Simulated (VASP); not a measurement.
**ScF6: single point with PBE**

The system is ScF6.

```xyz
7
Lattice="4.5823 0.0000 0.0000 -2.2912 3.9684 0.0000 0.0000 0.0000 6.7136" Properties=species:S:1:pos:R:3 pbc="T T T"
Sc    0.0000    0.0000    0.0000
F     0.0000    0.0000    1.8549
F     0.0000    0.0000    4.8587
F     0.0000    2.6456    5.8663
F     0.0000    2.6456    0.8472
F     2.2912    1.3228    0.8472
F     2.2912    1.3228    5.8663
```

The cell was generated, and may not be a known phase.

```json
{
  "Program": "VASP 6.6.1",
  "Task": "single point",
  "Functional": "PBE",
  "Potentials or basis": "VASP PAW PBE potentials, release 64 (Sc_sv, F)",
  "Cutoff": "600 eV",
  "k mesh": "4 × 4 × 3",
  "Occupations": "gaussian, width 0.2 eV",
  "Spin": "no spin polarisation",
  "Dipole correction": "no",
  "Further INCAR settings": "ALGO = Normal; EDIFF = 1e-06; NBANDS = 36"
}
```

* Pressure: 0.4 GPa
* Largest force: 0.301 eV/Å
* Band gap on the k mesh: zero (an odd number of electrons rules out a gap without spin polarisation)

Forces in eV/Å, atoms in the order of the input:
```
Sc   0.000  0.000  0.000
F    0.000  0.000  0.301
F    0.000  0.000 -0.301
F    0.000  0.000 -0.094
F    0.000  0.000  0.094
F    0.000  0.000  0.094
F    0.000  0.000 -0.094
```

Stress tensor (GPa, compression positive):
```
-0.32  0.00  0.00
 0.00 -0.32  0.00
 0.00  0.00  1.79
```

Levels at points of the mesh, in eV from the Fermi level:
```tsv
k point	band 22	band 23	band 24	band 25	band 26	band 27	band 28	band 29	band 30	band 31
(0.00, 0.00, 0.00)	-0.61	-0.61	-0.61	-0.61	-0.26	-0.10	0.21	4.49	4.49	5.25
(0.50, 0.00, 0.00)	-0.99	-0.76	-0.71	-0.62	-0.22	0.11	0.11	4.01	4.33	5.46
```

It took 82 s on 1 thread of Intel Xeon 8259CL (shared host), peak memory 0.29 GiB.

Caveat: the k points lie up to 0.40 Å⁻¹ apart, too coarse for converged energies and pressures of a metal; an odd number of electrons without spin polarisation forces a metal; a magnetic or distorted state may lie lower.
